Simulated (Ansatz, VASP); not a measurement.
**InSe: VASP beside Ansatz**

Contents of INCAR:

```
SYSTEM = InSe
  PREC = Accurate
  ENCUT = 520
  EDIFF = 1E-8
  ISMEAR = -1
  SIGMA = 0.01
  LREAL = .False.
  LASPH = .True.
  NELM = 80
  ALGO = Normal
  ISIF = 2
  LWAVE = .False.
  LCHARG = .False.
  GGA = PS
  LEFG = .True.
  NBANDS = 27
```

The input KPOINTS:

```
regular mesh
0
Gamma
  7 7 7
  0 0 0
```

The input POSCAR:

```
InSe
1.0
    2.0066442162      1.1585365784      8.3443003359
   -2.0066442162      1.1585365784      8.3443003359
    0.0000000000     -2.3170731568      8.3443003359
In Se
2 2
Direct
    0.0000000000      0.0000000000      0.0000000000
    0.1122000000      0.1122000000      0.1122000000
    0.6155000000      0.6155000000      0.6155000000
    0.8300000000      0.8300000000      0.8300000000
```

Input for Ansatz:

```yaml
crystal:
  lattice:
    - [2.0066442162, 1.1585365784, 8.3443003359]
    - [-2.0066442162, 1.1585365784, 8.3443003359]
    - [0.0, -2.3170731568, 8.3443003359]
  atoms:
    - { symbol: In, position: [0.0, 0.0, 0.0] }
    - { symbol: In, position: [0.1122, 0.1122, 0.1122] }
    - { symbol: Se, position: [0.6155, 0.6155, 0.6155] }
    - { symbol: Se, position: [0.83, 0.83, 0.83] }
kpoints:
  mp_grid: { grid: [7, 7, 7] }
scf:
  occupations: { method: fermi_dirac, width: 0.01 }
hamiltonian:
  xc: pbesol
  pseudopotentials: { kind: all_electron, datasets: crystal }
output:
  forces: true
  stress: true
  eigenvalues: true
  efg: { contact_densities: true }
```

Change from the starting cell: volume scaled by 1.01, crystal datasets.

Alike in both runs: task electric field gradients; functional PBEsol; k mesh 7 × 7 × 7; occupations fermi-dirac, width 0.01 eV; no spin polarisation.

```csv
,VASP,Ansatz
version,VASP 6.6.1,Ansatz 0.2.0
potentials or method,"VASP PAW PBE potentials, release 64 (In_d, Se), cutoff 520 eV","all-electron PAW with datasets made for the crystal, scalar-relativistic"
```

|  | VASP | Ansatz | Ansatz less VASP |
| --- | --- | --- | --- |
| gap on the k mesh at the Fermi level (eV) | 0.64 | 0.65 | +0.011 |
| pressure (GPa) | -0.2 | -0.3 | -0.05 |
| traceless stress, the component that is largest in VASP (GPa) | -0.37 | -0.36 | +0.008 |
| rms of the force components (eV/Å) | 0.057 | 0.054 | -0.0038 |
| size of Vzz on the site where it differs most (V/Å²) | 61.2 | 64.4 | +3.13 |

VASP's potentials were made for PBE, not for PBEsol. Atom by atom the forces differ by 0.010 eV/Å (rms over components). Ansatz ran all-electron here, and VASP with PAW potentials.
